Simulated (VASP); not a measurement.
# Ta4C3 (Pm-3m) in VASP: a series of runs, part 2 of 2

VASP 6.6.1. Earlier steps stand in the parts before.

## (3) Single point, r2SCAN

Contents of POSCAR:

```
Ta4C3
1.0
    4.4247933884      0.0000000000      0.0000000000
    0.0000000000      4.4247933884      0.0000000000
    0.0000000000      0.0000000000      4.4247933884
Ta C
4 3
Direct
    0.0000000000      0.5000000000      0.5000000000
    0.5000000000      0.0000000000      0.5000000000
    0.5000000000      0.5000000000      0.0000000000
    0.0000000000      0.0000000000      0.0000000000
    0.5000000000      0.0000000000      0.0000000000
    0.0000000000      0.5000000000      0.0000000000
    0.0000000000      0.0000000000      0.5000000000
```

Contents of INCAR.step1:

```
SYSTEM = Ta4C3
ALGO     = Normal         ! electronic algorithm
EDIFF    = 1E-4           ! SCF threshold, eV
ENCUT    = 520            ! plane-wave cutoff, eV
GGA      = PE             ! functional
ISMEAR   = 0              ! smearing method
LASPH    = .True.         ! aspherical terms in the spheres
LCHARG   = .False.        ! write CHGCAR
LREAL    = .False.        ! projectors in reciprocal space
LWAVE    = .True.         ! write WAVECAR
NBANDS   = 37             ! bands
NELM     = 100            ! most SCF steps
PREC     = Accurate       ! precision mode
SIGMA    = 0.15           ! smearing width, eV
```

Contents of INCAR.step2:

```
SYSTEM = Ta4C3
ALGO     = Normal         ! electronic algorithm
EDIFF    = 1E-6           ! SCF threshold, eV
ENCUT    = 520            ! plane-wave cutoff, eV
ISIF     = 2              ! what is computed and relaxed
ISMEAR   = 0              ! smearing method
ISTART   = 1            
LASPH    = .True.         ! aspherical terms in the spheres
LCHARG   = .True.         ! write CHGCAR
LELF     = .True.         ! ELF
LMIXTAU  = .True.       
LREAL    = .False.        ! projectors in reciprocal space
LVHAR    = .True.       
LWAVE    = .False.        ! write WAVECAR
METAGGA  = R2SCAN         ! meta-GGA
NBANDS   = 37             ! bands
NELM     = 100            ! most SCF steps
PREC     = Accurate       ! precision mode
SIGMA    = 0.15           ! smearing width, eV
```

Contents of KPOINTS:

```
k-points
0
Gamma
  8 8 8
  0 0 0
```

Potentials or basis: VASP PAW PBE potentials, release 64 (Ta_pv, C).

Command:

```
$ cat potpaw_PBE.64/Ta_pv/POTCAR potpaw_PBE.64/C/POTCAR > POTCAR
$ cp INCAR.step1 INCAR
$ mpirun -np 1 vasp_std > vasp.out
$ cp INCAR.step2 INCAR
$ mpirun -np 1 vasp_std > vasp.out
```

OUTCAR:

```text
SYSTEM = Ta4C3
   EDIFF = 1E-6
   ENCUT = 520
   ISIF = 2
   ISMEAR = 0
   ISTART = 1
   LASPH = .True.
   LREAL = .False.
   METAGGA = R2SCAN
   NELM = 100
   PREC = Accurate

 ion  position               nearest neighbor table
   1  0.000  0.500  0.500-   6 2.21   7 2.21   6 2.21   7 2.21   3 3.13   3 3.13   4 3.13   4 3.13
                             2 3.13   4 3.13   2 3.13   4 3.13   2 3.13   3 3.13   3 3.13   2 3.13
   2  0.500  0.000  0.500-   5 2.21   7 2.21   5 2.21   7 2.21   3 3.13   3 3.13   4 3.13   4 3.13
                             1 3.13   3 3.13   3 3.13   1 3.13   4 3.13   1 3.13   4 3.13   1 3.13
[... 1177 lines left out ...]
  Total        0.5912862      0.5912862      0.5912862     -0.0000000     -0.0000000      0.0000000
  in kB       10.9352662     10.9352662     10.9352662     -0.0000000     -0.0000000      0.0000000
  external PRESSURE =      10.9352662 kB  Pullay stress =       0.0000000 kB

 VOLUME and BASIS-vectors are now :
 -----------------------------------------------------------------------------
  energy-cutoff  :      520.00
  volume of cell :       86.63
      direct lattice vectors                 reciprocal lattice vectors
     4.424793388  0.000000000  0.000000000     0.225999253  0.000000000  0.000000000
     0.000000000  4.424793388  0.000000000     0.000000000  0.225999253  0.000000000
     0.000000000  0.000000000  4.424793388     0.000000000  0.000000000  0.225999253

 POSITION                                       TOTAL-FORCE (eV/Angst)
 -----------------------------------------------------------------------------------
      0.00000      2.21240      2.21240         0.000000      0.000000      0.000000
      2.21240      0.00000      2.21240         0.000000      0.000000      0.000000
      2.21240      2.21240      0.00000         0.000000      0.000000      0.000000
      0.00000      0.00000      0.00000         0.000000      0.000000      0.000000
      2.21240      0.00000      0.00000         0.000000      0.000000      0.000000
      0.00000      2.21240      0.00000         0.000000      0.000000      0.000000
      0.00000      0.00000      2.21240         0.000000      0.000000      0.000000
 -----------------------------------------------------------------------------------
    total drift:                                0.000000      0.000000      0.000000

  FREE ENERGIE OF THE ION-ELECTRON SYSTEM (eV)
  ---------------------------------------------------
  free  energy   TOTEN  =      -227.7902730644 eV

  energy  without entropy=     -227.7509444701  energy(sigma->0) =     -227.77060877
```

OSZICAR.step1:

```text
N       E                     dE             d eps       ncg     rms          rms(c)
DAV:   1     0.514910409197E+03    0.51491E+03   -0.30333E+04  2590   0.157E+03
DAV:   2    -0.591913711346E+02   -0.57410E+03   -0.56072E+03  2869   0.459E+02
DAV:   3    -0.888509758890E+02   -0.29660E+02   -0.29098E+02  3215   0.950E+01
DAV:   4    -0.895111126613E+02   -0.66014E+00   -0.65617E+00  3244   0.135E+01
DAV:   5    -0.895225713558E+02   -0.11459E-01   -0.11449E-01  3170   0.169E+00    0.441E+01
DAV:   6    -0.784489786812E+02    0.11074E+02   -0.57613E+01  3112   0.327E+01    0.182E+01
DAV:   7    -0.782033585966E+02    0.24562E+00   -0.31983E+00  3192   0.893E+00    0.952E+00
DAV:   8    -0.781200322637E+02    0.83326E-01   -0.47943E-01  3278   0.435E+00    0.199E+00
DAV:   9    -0.781068325274E+02    0.13200E-01   -0.46040E-02  3160   0.167E+00    0.385E-01
DAV:  10    -0.781062888922E+02    0.54364E-03   -0.12431E-02  3270   0.476E-01    0.159E-01
DAV:  11    -0.781060447569E+02    0.24414E-03   -0.38089E-03  3193   0.317E-01    0.761E-02
DAV:  12    -0.781059877202E+02    0.57037E-04   -0.38811E-04  2665   0.103E-01
   1 F= -.78105988E+02 E0= -.78085614E+02  d E =-.407472E-01
```

Wall time 11 min (1 thread of Intel Xeon Platinum 8259CL at 2.50GHz (Skylake/Cascade Lake), shared host); peak memory 0.26 GiB.

Results:

```yaml
Free_energy: -227.7903 eV
Pressure: 1.1 GPa
Band_gap_on_the_k_mesh: zero (band 28 reaches 7.49 eV, above the bottom of band 29 at 6.54 eV)
```

Levels at points of the mesh, in eV from the Fermi level:
```csv
k point,band 24,band 25,band 26,band 27,band 28,band 29,band 30,band 31,band 32,band 33
"(0.00, 0.00, 0.00)",-1.42,-1.42,-0.66,-0.66,-0.66,-0.44,-0.44,-0.44,1.47,1.47
"(0.50, 0.00, 0.00)",-2.84,-2.19,-2.02,-2.02,0.32,0.32,0.82,2.05,2.57,2.57
"(0.50, 0.50, 0.00)",-4.54,-2.00,-1.76,-0.38,-0.38,1.95,1.95,2.00,2.24,3.65
"(0.50, 0.50, 0.50)",-5.28,-1.10,-1.10,-1.10,-0.35,3.54,3.54,3.54,3.68,3.68
```

Caveat: the PAW data sets were made with another functional, which shifts forces and pressure a little; spin-orbit coupling is left out, which moves the levels of the heavy elements.

## (4) Single point, r2SCAN

This run uses another cell than the first one, of 12.55 Å³/atom, 1.014 times its volume.

POSCAR: that of step 3 with these lines changed.

```diff
@@ -2,5 +2,5 @@
 1.0
-    4.4247933884      0.0000000000      0.0000000000
-    0.0000000000      4.4247933884      0.0000000000
-    0.0000000000      0.0000000000      4.4247933884
+    4.4452810000      0.0000000000      0.0000000000
+    0.0000000000      4.4452810000      0.0000000000
+    0.0000000000      0.0000000000      4.4452810000
 Ta C
```

INCAR.step1: that of step 3 with these lines changed.

```diff
@@ -11,4 +11,4 @@
 NBANDS   = 37             ! bands
-NELM     = 100            ! most SCF steps
+NELM     = 60             ! most SCF steps
 PREC     = Accurate       ! precision mode
-SIGMA    = 0.15           ! smearing width, eV
+SIGMA    = 0.1            ! smearing width, eV
```

Contents of INCAR.step2:

```
SYSTEM = Ta4C3
ALGO     = Normal         ! electronic algorithm
EDIFF    = 1E-6           ! SCF threshold, eV
ENCUT    = 520            ! plane-wave cutoff, eV
ISIF     = 2              ! what is computed and relaxed
ISMEAR   = 0              ! smearing method
ISTART   = 1            
LASPH    = .True.         ! aspherical terms in the spheres
LCHARG   = .False.        ! write CHGCAR
LMIXTAU  = .True.       
LREAL    = .False.        ! projectors in reciprocal space
LWAVE    = .False.        ! write WAVECAR
METAGGA  = R2SCAN         ! meta-GGA
NBANDS   = 37             ! bands
NELM     = 60             ! most SCF steps
PREC     = Accurate       ! precision mode
SIGMA    = 0.1            ! smearing width, eV
```

KPOINTS is that of step 3.

Command:

```
$ cat potpaw_PBE.64/Ta_pv/POTCAR potpaw_PBE.64/C/POTCAR > POTCAR
$ cp INCAR.step1 INCAR
$ mpirun -np 1 vasp_std > vasp.out
$ cp INCAR.step2 INCAR
$ mpirun -np 1 vasp_std > vasp.out
```

It took 2.4 min on 1 thread of Intel Xeon 6975P-C (Granite Rapids), shared host; peak memory 0.27 GiB.

Results (log left out):

```yaml
Free_energy: -227.7722 eV
Pressure: -3.1 GPa
Band_gap_on_the_k_mesh: zero (band 28 reaches 7.36 eV, above the bottom of band 29 at 6.43 eV)
```

Levels at points of the mesh, in eV from the Fermi level:
```
           k point  band 24  band 25  band 26  band 27  band 28  band 29  band 30  band 31  band 32  band 33
(0.00, 0.00, 0.00)    -1.41    -1.41    -0.65    -0.65    -0.65    -0.41    -0.41    -0.41     1.46     1.46
(0.50, 0.00, 0.00)    -2.77    -2.13    -1.99    -1.99     0.33     0.33     0.81     2.02     2.54     2.54
(0.50, 0.50, 0.00)    -4.49    -1.97    -1.72    -0.36    -0.36     1.93     1.93     1.99     2.22     3.59
(0.50, 0.50, 0.50)    -5.20    -1.07    -1.07    -1.07    -0.37     3.48     3.48     3.48     3.62     3.62
```

Caveat: the PAW data sets were made with another functional, which shifts forces and pressure a little; spin-orbit coupling is left out, which moves the levels of the heavy elements.

## (5) Single point, r2SCAN (volume scaled by 1.03)

POSCAR: that of step 4 with these lines changed.

```diff
@@ -2,5 +2,5 @@
 1.0
-    4.4452810000      0.0000000000      0.0000000000
-    0.0000000000      4.4452810000      0.0000000000
-    0.0000000000      0.0000000000      4.4452810000
+    4.4686060689      0.0000000000      0.0000000000
+    0.0000000000      4.4686060689      0.0000000000
+    0.0000000000      0.0000000000      4.4686060689
 Ta C
```

Contents of INCAR.step1:

```
SYSTEM = Ta4C3
PREC = Accurate ; ENCUT = 520
ISMEAR = 0 ; SIGMA = 0.1
LREAL = .False. ; LASPH = .True.
NELM = 80 ; NBANDS = 37
GGA = PE ; ALGO = Normal
EDIFF = 1E-4 ; LWAVE = .True.
LCHARG = .False.
```

Contents of INCAR.step2:

```
SYSTEM = Ta4C3
PREC = Accurate ; ENCUT = 520
EDIFF = 1E-7 ; ISMEAR = 0
SIGMA = 0.1 ; LREAL = .False.
LASPH = .True. ; NELM = 80
ALGO = Normal ; ISIF = 2
LWAVE = .False. ; LCHARG = .False.
METAGGA = R2SCAN ; LMIXTAU = .True.
NBANDS = 37 ; ISTART = 1
```

Contents of KPOINTS:

```
regular mesh
0
Gamma
  8 8 8
  0 0 0
```

Command:

```
$ cat potpaw_PBE.64/Ta_pv/POTCAR potpaw_PBE.64/C/POTCAR > POTCAR
$ cp INCAR.step1 INCAR
$ mpirun -np 1 vasp_std > vasp.out
$ cp INCAR.step2 INCAR
$ mpirun -np 1 vasp_std > vasp.out
```

Wall time 2.5 min (1 thread of Intel Xeon 6975P-C (Granite Rapids), shared host); peak memory 0.27 GiB.

The run converged. Its results:

| Property | Result |
| --- | --- |
| Free energy | -227.7260 eV |
| Pressure | -7.6 GPa |
| Band gap on the k mesh | zero (band 28 reaches 7.22 eV, above the bottom of band 29 at 6.31 eV) |

Levels at points of the mesh, in eV from the Fermi level:
| k point | band 25 | band 26 | band 27 | band 28 | band 29 | band 30 | band 31 | band 32 |
| --- | --- | --- | --- | --- | --- | --- | --- | --- |
| (0.00, 0.00, 0.00) | -1.42 | -0.65 | -0.65 | -0.65 | -0.40 | -0.40 | -0.40 | 1.42 |
| (0.50, 0.00, 0.00) | -2.08 | -1.97 | -1.97 | 0.32 | 0.32 | 0.79 | 1.97 | 2.50 |
| (0.50, 0.50, 0.00) | -1.95 | -1.70 | -0.35 | -0.35 | 1.89 | 1.89 | 1.96 | 2.18 |
| (0.50, 0.50, 0.50) | -1.05 | -1.05 | -1.05 | -0.40 | 3.40 | 3.40 | 3.40 | 3.55 |

Caveat: the cell differs from its parent crystal (volume scaled by 1.03); the PAW data sets were made with another functional, which shifts forces and pressure a little; spin-orbit coupling is left out, which moves the levels of the heavy elements.

## (6) Summary

```csv
cell,smearing,gap on the mesh (eV),pressure (GPa)
"a = 4.425 Å, 7 atoms",gaussian 0.1 eV,none,1.1
"a = 4.425 Å, 7 atoms",gaussian 0.15 eV,none,1.1
"a = 4.445 Å, 7 atoms",gaussian 0.1 eV,none,-3.1
"a = 4.469 Å, 7 atoms",gaussian 0.1 eV,none,-7.6
```

Alike in all rows: task single point; level r2SCAN; potentials or basis VASP PAW PBE potentials, release 64 (Ta_pv, C); no spin polarisation; k mesh 8 × 8 × 8; cutoff (eV) 520.

Caveats: the PAW data sets were made with another functional, which shifts forces and pressure a little; spin-orbit coupling is left out, which moves the levels of the heavy elements.

Total energies depend on the potentials used, so only differences within one code and one set of settings carry meaning.
